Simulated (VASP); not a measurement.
Na3LaO3: single point with PBE

The system is Na3LaO3.

```
Na La O
1.0
    -2.32209    2.32209    5.80834
     2.32209   -2.32209    5.80834
     2.32209    2.32209   -5.80834
Na La O
3 1 3
Direct
  0.14472 0.64472 0.50000
  0.64472 0.14472 0.50000
  0.97390 0.97390 0.00000
  0.38917 0.38917 0.00000
  0.44603 0.94603 0.50000
  0.94603 0.44603 0.50000
  0.18947 0.18947 0.00000
```

| Item | Value |
| --- | --- |
| Program | VASP 6.6.1 |
| Task | single point |
| Functional | PBE |
| Potentials or basis | VASP PAW PBE potentials, release 64 (Na_pv, La, O) |
| Cutoff | 520 eV |
| k mesh | 8 × 8 × 8 |
| Occupations | gaussian, width 0.02 eV |
| Spin | no spin polarisation |
| Dipole correction | no |
| k mesh for the DOS | 12 × 12 × 12 |
| Occupations for the DOS | tetrahedron |
| Further INCAR settings | ALGO = Normal; EDIFF = 1e-06; NBANDS = 34 |

| Property | Result |
| --- | --- |
| Valence electrons inside the program's atomic spheres | Na 6.06, 6.08 (each value once); La 8.66; O 4.97, 4.95 (each value once) |

Levels at points of the mesh, in eV from the valence-band top:
| k point | band 23 | band 24 | band 25 | band 26 | band 27 | band 28 |
| --- | --- | --- | --- | --- | --- | --- |
| (0.00, 0.00, 0.00) | -0.62 | -0.13 | -0.13 | 1.02 | 5.09 | 5.09 |
| (0.50, 0.00, 0.00) | -0.78 | -0.72 | -0.24 | 2.93 | 4.14 | 5.01 |
| (0.50, 0.50, 0.00) | -0.99 | -0.72 | 0.00 | 2.72 | 4.57 | 5.29 |
| (0.50, 0.50, 0.50) | -0.74 | -0.17 | -0.17 | 2.39 | 3.79 | 5.16 |

It took 11 min on 1 thread of Intel(R) Xeon(R) 6975P-C (Granite Rapids), on a shared host, peak memory 0.81 GiB.

Caveat: spin-orbit coupling is left out, which moves the levels of the heavy elements.
